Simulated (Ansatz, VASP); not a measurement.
TiC in VASP and in Ansatz

The input INCAR:

```
PREC = Accurate
ENCUT = 520
EDIFF = 1E-7
ISMEAR = 0
SIGMA = 0.1
LREAL = False
LASPH = True
NELM = 80
ALGO = Normal
ISIF = 2
LWAVE = False
LCHARG = False
GGA = PE
NBANDS = 15
```

File KPOINTS:

```
regular mesh
0
Gamma
  16 16 16
```

File POSCAR:

```
TiC
1.0
    0.0000000000      2.1221858635      2.1221858635
    2.1221858635      0.0000000000      2.1221858635
    2.1221858635      2.1221858635      0.0000000000
Ti C
1 1
Direct
    0.0000000000      0.0000000000      0.0000000000
    0.5000000000      0.5000000000      0.5000000000
```

Input for Ansatz:

```yaml
crystal:
  lattice:
    - [0.0, 2.1221858627, 2.1221858627]
    - [2.1221858627, 0.0, 2.1221858627]
    - [2.1221858627, 2.1221858627, 0.0]
  atoms:
    - { symbol: Ti, position: [0.0, 0.0, 0.0] }
    - { symbol: C, position: [0.5, 0.5, 0.5] }
basis:
  ecutwfc: 420
kpoints:
  mp_grid: { grid: [16, 16, 16] }
hamiltonian:
  xc: pbe
scf:
  occupations: { method: gaussian, width: 0.1 }
output:
  forces: true
  stress: true
  eigenvalues: true
```

Alike in both runs: task single point; functional PBE; k mesh 16 × 16 × 16; occupations gaussian, width 0.1 eV; no spin polarisation.

```csv
,VASP,Ansatz
version,VASP 6.6.1,Ansatz 0.2.0
potentials or method,"VASP PAW PBE potentials, release 64 (Ti_sv, C), cutoff 520 eV","scalar-relativistic, plane waves, PAW"
valence electrons in the cell,16,16
```

Ansatz gave:

```
gap on the k mesh at the Fermi level (eV) : none
pressure (GPa)                            : 17.6
```

Question: What did VASP give for the same quantities?

Answer: gap on the k mesh at the Fermi level (eV): none; pressure (GPa): 17.7.

A gap of «none» marks a metal or a gap that the smearing closes.
